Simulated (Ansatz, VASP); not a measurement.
Pt in VASP and in Ansatz

The input INCAR:

```
PREC = Accurate
ENCUT = 520
EDIFF = 1E-7
ISMEAR = 0
SIGMA = 0.15
LREAL = F
LASPH = T
NELM = 80
ALGO = Fast
ISIF = 2
LWAVE = F
LCHARG = F
GGA = PE
NBANDS = 11
```

Contents of KPOINTS:

```
Automatic mesh
0
Gamma
  22 22 22
```

POSCAR

```
Pt
1.0
    0.0000000000      2.4056375881      1.5136271704
    2.4056375881      0.0000000000      1.5136271704
    2.4056375881      2.4056375881      0.0000000000
Pt
1
Direct
    0.0000000000      0.0000000000      0.0000000000
```

Input for Ansatz:

```yaml
crystal:
  lattice:
    - [0.0, 2.4056375881, 1.5136271704]
    - [2.4056375881, 0.0, 1.5136271704]
    - [2.4056375881, 2.4056375881, 0.0]
  atoms:
    - { symbol: Pt, position: [0.0, 0.0, 0.0] }
basis:
  ecutwfc: 420
kpoints:
  mp_grid: { grid: [22, 22, 22] }
hamiltonian:
  xc: pbe
  pseudopotentials: { kind: paw, azcp: { folder: soft_1 } }
scf:
  occupations: { method: gaussian, width: 0.15 }
output:
  forces: true
  stress: true
  eigenvalues: true
```

Alike in both runs: task single point; functional PBE; k mesh 22 × 22 × 22; occupations gaussian, width 0.15 eV; no spin polarisation.

|  | VASP | Ansatz |
| --- | --- | --- |
| version | VASP 6.6.1 | Ansatz 0.2.0 |
| potentials or method | VASP PAW PBE potentials, release 64 (Pt), cutoff 520 eV | scalar-relativistic, plane waves, PAW |
| valence electrons in the cell | 10 | 18 |

```tsv
	VASP	Ansatz	Ansatz less VASP
gap on the k mesh at the Fermi level (eV)	none	none	-
pressure (GPa)	-19.1	-18.8	+0.26
traceless stress, the component that is largest in VASP (GPa)	-5.29	-5.36	-0.072
```

A gap of «none» marks a metal or a gap that the smearing closes. VASP's potentials hold 10 valence electrons a cell and Ansatz's 18, so a difference there can come from the potentials and not from the codes.

Neither program's run includes spin-orbit coupling.
